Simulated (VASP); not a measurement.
# Ge in VASP: a series of runs

The runs below take Ge through single point, with PBE+D3(BJ).

Program: VASP 6.6.1. These are calculated values, not measurements. Logs are shortened: lines on timing, memory, paths and dates and some standing lists are left out, and cuts for length are marked.

## (1) The cell of the first run

The cell holds a slab with vacuum, 4 atoms: a = 4.023 Å, b = 4.023 Å, c = 18.869 Å, α = 90.00°, β = 90.00°, γ = 120.00°.

## (2) Single point, PBE+D3(BJ) (layers slid over each other)

INCAR reads:

```
SYSTEM = Ge
PREC = Accurate ; ENCUT = 520
EDIFF = 1E-6 ; ISMEAR = 0
SIGMA = 0.1 ; LREAL = .FALSE.
LASPH = .TRUE. ; NELM = 100
ALGO = Normal ; ISIF = 2
LWAVE = .FALSE. ; LCHARG = .TRUE.
LDIPOL = .TRUE. ; IDIPOL = 3
DIPOL = 0.5 0.5 0.387 ; GGA = PE
IVDW = 12 ; LELF = .TRUE.
LVHAR = .TRUE. ; LVACPOTAV = .TRUE.
NBANDS = 36
```

KPOINTS reads:

```
regular mesh
0
G
  9 9 1
  0 0 0
```

POSCAR reads:

```
Ge
1.0
    4.0226895355      0.0000000000      0.0000000000
   -2.0113447678      3.4837513293      0.0000000000
    0.0000000000      0.0000000000     18.8685220287
Ge
4
Direct
    0.3333333333      0.6666666667      0.2747571329
    0.6666666667      0.3333333333      0.2384924475
    0.0000000000      1.2222222222      0.5362646853
    0.3333333333      0.8888888889      0.5000000000
```

Potentials or basis: VASP PAW PBE potentials, release 64 (Ge_d).

Run with:

```bash
cat potpaw_PBE.64/Ge_d/POTCAR > POTCAR
mpirun -np 1 vasp_std > vasp.out
```

OUTCAR:

```text
SYSTEM = Ge
   PREC = Accurate
   ENCUT = 520
   EDIFF = 1E-6
   ISMEAR = 0
   LREAL = .FALSE.
   LASPH = .TRUE.
   NELM = 100
   ISIF = 2
   GGA = PE
   IVDW = 12
 IVDW          = 12

 ion  position               nearest neighbor table
   1  0.333  0.667  0.275-   2 2.42   2 2.42   2 2.42
   2  0.667  0.333  0.238-   1 2.42   1 2.42   1 2.42
   3  0.000  0.222  0.536-   4 2.42   4 2.42   4 2.42
   4  0.333  0.889  0.500-   3 2.42   3 2.42   3 2.42

  LATTYP: Found a hexagonal cell.
 ALAT       =     4.0226895355
 C/A-ratio  =     4.6905240542

  Lattice vectors:

 A1 = (   4.0226895355,   0.0000000000,   0.0000000000)
 A2 = (  -2.0113447678,   3.4837513293,   0.0000000000)
 A3 = (   0.0000000000,   0.0000000000,  18.8685220287)

Analysis of symmetry for initial positions (statically):
=====================================================================
 Subroutine PRICEL returns:
 Original cell was already a primitive cell.

 Routine SETGRP: Setting up the symmetry group for a
 hexagonal supercell.

 Subroutine GETGRP returns: Found  2 space group operations
 (whereof  1 operations were pure point group operations)
 out of a pool of 24 trial point group operations.

The static configuration has the point symmetry C_1 .
 The point group associated with its full space group is S_2 .

Analysis of symmetry for dynamics (positions and initial velocities):
=====================================================================
 Subroutine PRICEL returns:
 Original cell was already a primitive cell.

 Routine SETGRP: Setting up the symmetry group for a
 hexagonal supercell.

 Subroutine GETGRP returns: Found  2 space group operations
 (whereof  1 operations were pure point group operations)
 out of a pool of 24 trial point group operations.

The dynamic configuration has the point symmetry C_1 .
 The point group associated with its full space group is S_2 .

 Subroutine INISYM returns: Found  2 space group operations
 (whereof  1 operations are pure point group operations),
 and found     1 'primitive' translations

----------------------------------------------------------------------------------------

                                     Primitive cell

  volume of cell :     264.4244

  direct lattice vectors                    reciprocal lattice vectors
     4.022689535  0.000000000  0.000000000     0.248589903  0.143523447  0.000000000
    -2.011344768  3.483751329  0.000000000     0.000000000  0.287046894  0.000000000
     0.000000000  0.000000000 18.868522029     0.000000000  0.000000000  0.052998322

  length of vectors
     4.022689535  4.022689536 18.868522029     0.287046894  0.287046894  0.052998322

  position of ions in fractional coordinates (direct lattice)
     0.333333333  0.666666667  0.274757133
     0.666666667  0.333333333  0.238492448
     0.000000000  0.222222222  0.536264685
     0.333333333  0.888888889  0.500000000

  ion indices of the primitive-cell ions
   primitive index   ion index
                 1           1
                 2           2
                 3           3
                 4           4

----------------------------------------------------------------------------------------

 KPOINTS: regular mesh

Automatic generation of k-mesh.
 Grid dimensions read from file:
 generate k-points for:    9    9    1

 Generating k-lattice:

  Cartesian coordinates                     Fractional coordinates (reciprocal lattice)
     0.027621100  0.015947050  0.000000000     0.111111111  0.000000000  0.000000000
     0.000000000  0.031894099  0.000000000     0.000000000  0.111111111  0.000000000
     0.000000000  0.000000000  0.052998322     0.000000000  0.000000000  1.000000000

  Length of vectors
     0.031894099  0.031894099  0.052998322

  Shift w.r.t. Gamma in fractional coordinates (k-lattice)
     0.000000000  0.000000000  0.000000000

 Subroutine IBZKPT returns following result:
 ===========================================

 Found     41 irreducible k-points:

 Following reciprocal coordinates:
            Coordinates               Weight
  0.000000  0.000000  0.000000      1.000000
  0.111111  0.000000  0.000000      2.000000
  0.000000  0.111111  0.000000      2.000000
 -0.111111  0.111111  0.000000      2.000000
  0.222222  0.000000  0.000000      2.000000
  0.000000  0.222222  0.000000      2.000000
[... 16 lines left out ...]
  0.333333  0.111111  0.000000      2.000000
 -0.111111  0.444444  0.000000      2.000000
 [... further k-points ...]
   k-points           NKPTS =     41   k-points in BZ     NKDIM =     41   number of bands    NBANDS=     36
   number of dos      NEDOS =    301   number of ions     NIONS =      4
   total plane-waves  NPLWV = 126000
   dimension x,y,z NGX =    30 NGY =   30 NGZ =  140
   dimension x,y,z NGXF=    60 NGYF=   60 NGZF=  280
   ions per type =               4
   NGX,Y,Z   is equivalent  to a cutoff of  12.40, 12.40, 12.34 a.u.
   NGXF,Y,Z  is equivalent  to a cutoff of  24.80, 24.80, 24.67 a.u.
 SYSTEM =  Ge
   PREC   = accura    normal or accurate (medium, high low for compatibility)
   ISTART =      0    job   : 0-new  1-cont  2-samecut
   ICHARG =      2    charge: 1-file 2-atom 10-const
   ISPIN  =      1    spin polarized calculation?
   LNONCOLLINEAR =      F non collinear calculations
   LSORBIT =      F    spin-orbit coupling
   LASPH  =      T    aspherical Exc in radial PAW
   ENCUT  =  520.0 eV  38.22 Ry    6.18 a.u.   7.48  7.48 35.08*2*pi/ulx,y,z
   NELM   =    100;   NELMIN=  2; NELMDL= -5     # of ELM steps
   EDIFF  = 0.1E-05   stopping-criterion for ELM
   LREAL  =      F    real-space projection
   EDIFFG = 0.1E-04   stopping-criterion for IOM
   NSW    =      0    number of steps for IOM
   IBRION =     -1    ionic relax: 0-MD 1-quasi-New 2-CG
   NFREE  =      0    steps in history (QN), initial steepest desc. (CG)
   ISIF   =      2    stress and relaxation
   ISYM   =      2    0-nonsym 1-usesym 2-fastsym
   POTIM  = 0.5000    time-step for ionic-motion
   TEBEG  =    0.0;   TEEND  =   0.0 temperature during run
   PSTRESS=    0.0 pullay stress
   NELECT =      56.0000    total number of electrons
   NUPDOWN=      -1.0000    fix difference up-down
   EMIN   =  10.00;   EMAX   =-10.00  energy-range for DOS
   EFERMI =   0.00;   METHOD = LEGACY
   ISMEAR =     0;   SIGMA  =   0.10  broadening in eV -4-tet -1-fermi 0-gaus
   EFERMI_NEDOS =   21; number of points for ismear=-14 and -15
   IALGO  =     38    algorithm
   IMIX   =      4    mixing-type and parameters
     AMIX     =   0.40;   BMIX     =  1.00
     AMIX_MAG =   1.60;   BMIX_MAG =  1.00
  volume/ion in A,a.u.               =      66.11       446.11
  Fermi-wavevector in a.u.,A,eV,Ry     =   0.975821  1.844035 12.955840  0.952227
  Thomas-Fermi vector in A             =   2.106391
   LORBIT       =      0    0 simple, 1 ext, 2 COOP (PROOUT), +10 PAW based schemes
   GGA     = PE    functional components
   LHFCALC =     F    Hartree Fock is set to
   AEXX    =    0.0000 exact exchange contribution
   IVDW    =    12    specifies the selected vdW correction
   LEPSILON=     F    determine dielectric tensor
   LRPA    =     F    only Hartree local field effects (RPA)
 non-spin polarized calculation
 Gauss-broadening in eV      SIGMA  =   0.10
  energy-cutoff  :      520.00
  volume of cell :      264.42
 maximum number of plane-waves:      7165
 NGX is ok and might be reduce to    30
   NGX = 15   NGY = 15   NGZ = 71

 dipolmoment           0.000000      0.000000      0.000137 electrons x Angstroem

 number of electron      55.9999988 magnetization

 dipolmoment           0.000000      0.000000     -0.000007 electrons x Angstroem

 Free energy of the ion-electron system (eV)
  ---------------------------------------------------
  ext. energy  EPLUGINS =         0.00000000
  ---------------------------------------------------
  free energy    TOTEN  =       -16.19088635 eV

  energy without entropy =      -16.18893333  energy(sigma->0) =      -16.18990984

 E-fermi :  -1.3435     XC(G=0):  -4.4590

 val. band max:       -1.4031382669   @ k =   0.3333   0.3333   0.0000
 cond. band min:      -1.2839270759   @ k =   0.3333   0.3333   0.0000
 fundamental gap:      0.1192111910
 Fermi energy:        -1.3435326528

 k-point     1 :       0.0000    0.0000    0.0000
  band No.  band energies     occupation
      1     -25.8494      2.00000
      2     -25.8494      2.00000
      3     -25.8494      2.00000
      4     -25.8493      2.00000
      5     -25.7991      2.00000
      6     -25.7991      2.00000
[... 28 lines left out ...]
     35       2.5829      0.00000
     36       2.5963      0.00000

 k-point     2 :       0.1111    0.0000    0.0000
  band No.  band energies     occupation
      1     -25.8559      2.00000
      2     -25.8558      2.00000
      3     -25.8541      2.00000
      4     -25.8540      2.00000
      5     -25.8112      2.00000
      6     -25.8110      2.00000
[... 28 lines left out ...]
     35       3.0670      0.00000
     36       3.0787      0.00000

 k-point     3 :       0.0000    0.1111    0.0000
  band No.  band energies     occupation
      1     -25.8559      2.00000
      2     -25.8558      2.00000
      3     -25.8541      2.00000
      4     -25.8540      2.00000
      5     -25.8112      2.00000
      6     -25.8109      2.00000
[... 28 lines left out ...]
     35       3.0411      0.00000
     36       3.0853      0.00000

 k-point     4 :      -0.1111    0.1111    0.0000
  band No.  band energies     occupation
      1     -25.8559      2.00000
      2     -25.8558      2.00000
      3     -25.8541      2.00000
      4     -25.8540      2.00000
      5     -25.8113      2.00000
      6     -25.8110      2.00000
[... 28 lines left out ...]
     35       3.0737      0.00000
     36       3.0808      0.00000

 k-point     5 :       0.2222    0.0000    0.0000
  band No.  band energies     occupation
      1     -25.8655      2.00000
      2     -25.8654      2.00000
      3     -25.8620      2.00000
      4     -25.8619      2.00000
      5     -25.8239      2.00000
      6     -25.8236      2.00000
[... 655 lines left out ...]
 k-point    22 :       0.3333   -0.1111    0.0000
  band No.  band energies     occupation
      1     -25.8717      2.00000
      2     -25.8716      2.00000
      3     -25.8649      2.00000
      4     -25.8648      2.00000
      5     -25.8322      2.00000
      6     -25.8319      2.00000
[... 28 lines left out ...]
     35       3.9123      0.00000
     36       3.9834      0.00000

 k-point    23 :       0.3333    0.1111    0.0000
  band No.  band energies     occupation
      1     -25.8773      2.00000
      2     -25.8772      2.00000
      3     -25.8635      2.00000
      4     -25.8633      2.00000
      5     -25.8449      2.00000
      6     -25.8447      2.00000
[... 28 lines left out ...]
     35       4.5214      0.00000
     36       4.7437      0.00000

 k-point    24 :      -0.1111    0.4444    0.0000
  band No.  band energies     occupation
      1     -25.8772      2.00000
      2     -25.8772      2.00000
      3     -25.8635      2.00000
      4     -25.8633      2.00000
      5     -25.8449      2.00000
      6     -25.8446      2.00000
[... 28 lines left out ...]
     35       4.3018      0.00000
     36       4.8487      0.00000

 [... further k-points ...]

------------------------ aborting loop because EDIFF is reached ----------------------------------------

 Edisp (eV)   -0.75997

 E8    (eV) :    -0.3475

  FORCE on cell =-STRESS in cart. coord.  units (eV):
  Direction    XX          YY          ZZ          XY          YZ          ZX
  --------------------------------------------------------------------------------------
  -------------------------------------------------------------------------------------
  Total      -0.18010    -0.15994    -0.78873     0.01619    -0.08809     0.04635
  in kB      -1.09124    -0.96912    -4.77901     0.09811    -0.53374     0.28083
  external pressure =       -2.28 kB  Pullay stress =        0.00 kB

 VOLUME and BASIS-vectors are now :
 -----------------------------------------------------------------------------
  energy-cutoff  :      520.00
  volume of cell :      264.42
      direct lattice vectors                 reciprocal lattice vectors
     4.022689535  0.000000000  0.000000000     0.248589903  0.143523447  0.000000000
    -2.011344768  3.483751329  0.000000000     0.000000000  0.287046894  0.000000000
     0.000000000  0.000000000 18.868522029     0.000000000  0.000000000  0.052998322

 POSITION                                       TOTAL-FORCE (eV/Angst)
 -----------------------------------------------------------------------------------
     -0.00000      2.32250      5.18426        -0.012076      0.017320      0.140597
      2.01134      1.16125      4.50000         0.000729      0.002773      0.024403
     -0.44697      0.77417     10.11852        -0.000729     -0.002773     -0.024403
     -0.44697      3.09667      9.43426         0.012076     -0.017320     -0.140597
 -----------------------------------------------------------------------------------
    total drift:                               -0.000124      0.000225     -0.000149

  FREE ENERGIE OF THE ION-ELECTRON SYSTEM (eV)
  ---------------------------------------------------
  free  energy   TOTEN  =       -16.9508591168 eV

  energy  without entropy=      -16.9489060961  energy(sigma->0) =      -16.94988261

 vacuum level on the upper side and lower side of the slab         3.127         3.128
```

Wall time 9.1 min (1 thread of Oxide Virtual Turin-like, shared host); peak memory 0.49 GiB.

What came out:

```yaml
Free_energy: -16.9509 eV
Largest_force: 0.142 eV/Å
Band_gap_on_the_k_mesh: 0.12 eV
Dispersion_energy_per_atom: -0.190 eV
```

Forces in eV/Å, atoms in the order of the input:
```
Ge  -0.012  0.017  0.141
Ge   0.001  0.003  0.024
Ge  -0.001 -0.003 -0.024
Ge   0.012 -0.017 -0.141
```

Caveat: the cell differs from its parent crystal (layers slid over each other).

## (3) Single point, PBE+D3(BJ) (layers slid over each other)

INCAR reads:

```
SYSTEM = Ge
ALGO     = Normal         ! electronic algorithm
DIPOL    = 0.5 0.5 0.387
EDIFF    = 1E-6           ! SCF threshold, eV
ENCUT    = 520            ! plane-wave cutoff, eV
GGA      = PE             ! functional
IDIPOL   = 3            
ISIF     = 2              ! what is computed and relaxed
ISMEAR   = 0              ! smearing method
IVDW     = 12             ! dispersion correction
LASPH    = .True.         ! aspherical terms in the spheres
LCHARG   = .False.        ! write CHGCAR
LDIPOL   = .True.       
LREAL    = .False.        ! projectors in reciprocal space
LWAVE    = .False.        ! write WAVECAR
NBANDS   = 36             ! bands
NELM     = 100            ! most SCF steps
PREC     = Accurate       ! precision mode
SIGMA    = 0.1            ! smearing width, eV
```

KPOINTS reads:

```
k-points
0
Gamma
  9 9 1
  0 0 0
```

Edit POSCAR of step 2 so:

```diff
@@ -10,3 +10,3 @@
     0.6666666667      0.3333333333      0.2384924475
-    0.0000000000      1.2222222222      0.5362646853
-    0.3333333333      0.8888888889      0.5000000000
+    0.0000000000      1.4444444444      0.5362646853
+    0.3333333333      1.1111111111      0.5000000000
```

Potentials or basis: VASP PAW PBE potentials, release 64 (Ge_d).

Run with:

```bash
cat potpaw_PBE.64/Ge_d/POTCAR > POTCAR
mpirun -np 1 vasp_std > vasp.out
```

OUTCAR:

```text
SYSTEM = Ge
   EDIFF = 1E-6
   ENCUT = 520
   GGA = PE
   ISIF = 2
   ISMEAR = 0
   IVDW = 12
   LASPH = .True.
   LREAL = .False.
   NELM = 100
   PREC = Accurate
 IVDW          = 12

 ion  position               nearest neighbor table
   1  0.333  0.667  0.275-   2 2.42   2 2.42   2 2.42
   2  0.667  0.333  0.238-   1 2.42   1 2.42   1 2.42
   3  0.000  0.444  0.536-   4 2.42   4 2.42   4 2.42
   4  0.333  0.111  0.500-   3 2.42   3 2.42   3 2.42

  LATTYP: Found a hexagonal cell.
 ALAT       =     4.0226895355
 C/A-ratio  =     4.6905240542

  Lattice vectors:

 A1 = (   4.0226895355,   0.0000000000,   0.0000000000)
 A2 = (  -2.0113447678,   3.4837513293,   0.0000000000)
 A3 = (   0.0000000000,   0.0000000000,  18.8685220287)

Analysis of symmetry for initial positions (statically):
=====================================================================
 Subroutine PRICEL returns:
 Original cell was already a primitive cell.

 Routine SETGRP: Setting up the symmetry group for a
[... 181 lines left out ...]
 val. band max:       -1.4857436126   @ k =   0.3333   0.3333   0.0000
 cond. band min:      -1.2013481693   @ k =   0.3333   0.3333   0.0000
 fundamental gap:      0.2843954433
 Fermi energy:        -1.3437934151

 k-point     1 :       0.0000    0.0000    0.0000
  band No.  band energies     occupation
      1     -25.8472      2.00000
      2     -25.8472      2.00000
      3     -25.8471      2.00000
      4     -25.8471      2.00000
      5     -25.7969      2.00000
      6     -25.7969      2.00000
[... 925 lines left out ...]
     35       4.4359      0.00000
     36       4.8197      0.00000

 [... further k-points ...]

------------------------ aborting loop because EDIFF is reached ----------------------------------------

 vacuum level on the upper side and lower side of the slab       (xc-potential included)        -0.175        -0.175

 Edisp (eV)   -0.76064

 E8    (eV) :    -0.3480

  FORCE on cell =-STRESS in cart. coord.  units (eV):
  Direction    XX          YY          ZZ          XY          YZ          ZX
  --------------------------------------------------------------------------------------
  -------------------------------------------------------------------------------------
  Total      -0.21340    -0.21964    -0.65160     0.01862    -0.03498     0.00707
  in kB      -1.29302    -1.33083    -3.94813     0.11280    -0.21194     0.04281
  external pressure =       -2.19 kB  Pullay stress =        0.00 kB

 VOLUME and BASIS-vectors are now :
 -----------------------------------------------------------------------------
  energy-cutoff  :      520.00
  volume of cell :      264.42
      direct lattice vectors                 reciprocal lattice vectors
     4.022689535  0.000000000  0.000000000     0.248589903  0.143523447  0.000000000
    -2.011344768  3.483751329  0.000000000     0.000000000  0.287046894  0.000000000
     0.000000000  0.000000000 18.868522029     0.000000000  0.000000000  0.052998322

 POSITION                                       TOTAL-FORCE (eV/Angst)
 -----------------------------------------------------------------------------------
     -0.00000      2.32250      5.18426        -0.007689      0.003854      0.107130
      2.01134      1.16125      4.50000         0.004600      0.003149      0.022727
     -0.89393      1.54833     10.11852        -0.004600     -0.003149     -0.022727
      1.11741      0.38708      9.43426         0.007689     -0.003854     -0.107130
 -----------------------------------------------------------------------------------
    total drift:                                0.000128     -0.000224     -0.000163

  FREE ENERGIE OF THE ION-ELECTRON SYSTEM (eV)
  ---------------------------------------------------
  free  energy   TOTEN  =       -16.9343790306 eV

  energy  without entropy=      -16.9339847161  energy(sigma->0) =      -16.93418187

 vacuum level on the upper side and lower side of the slab         2.986         2.987
```

OSZICAR:

```text
N       E                     dE             d eps       ncg     rms          rms(c)
DAV:   1     0.492849671715E+03    0.49285E+03   -0.29681E+04  3480   0.268E+03
DAV:   2     0.626425140624E+02   -0.43021E+03   -0.42097E+03  3344   0.684E+02
DAV:   3    -0.125427650860E+02   -0.75185E+02   -0.74662E+02  4144   0.190E+02
[... 12 lines left out ...]
DAV:  16    -0.161736164949E+02   -0.11415E-03   -0.49150E-06  2712   0.184E-02    0.248E-03
DAV:  17    -0.161737187263E+02   -0.10223E-03   -0.61373E-06  2348   0.944E-02    0.107E-03
DAV:  18    -0.161737349813E+02   -0.16255E-04   -0.90752E-07  2348   0.813E-03    0.706E-04
DAV:  19    -0.161737409996E+02   -0.60184E-05   -0.39031E-07  2288   0.109E-02    0.268E-04
DAV:  20    -0.161737417550E+02   -0.75534E-06   -0.16015E-07  2236   0.413E-03
   1 F= -.16934379E+02 E0= -.16934182E+02  d E =-.394315E-03
```

It took 11 min on 1 thread of Oxide Virtual Turin-like, shared host; peak memory 0.49 GiB.

What came out:

| Property | Result |
| --- | --- |
| Free energy | -16.9344 eV |
| Largest force | 0.107 eV/Å |
| Band gap on the k mesh | 0.28 eV |
| Dispersion energy per atom | -0.190 eV |

Forces in eV/Å, atoms in the order of the input:
```
Ge  -0.008  0.004  0.107
Ge   0.005  0.003  0.023
Ge  -0.005 -0.003 -0.023
Ge   0.008 -0.004 -0.107
```

Caveat: the cell differs from its parent crystal (layers slid over each other).
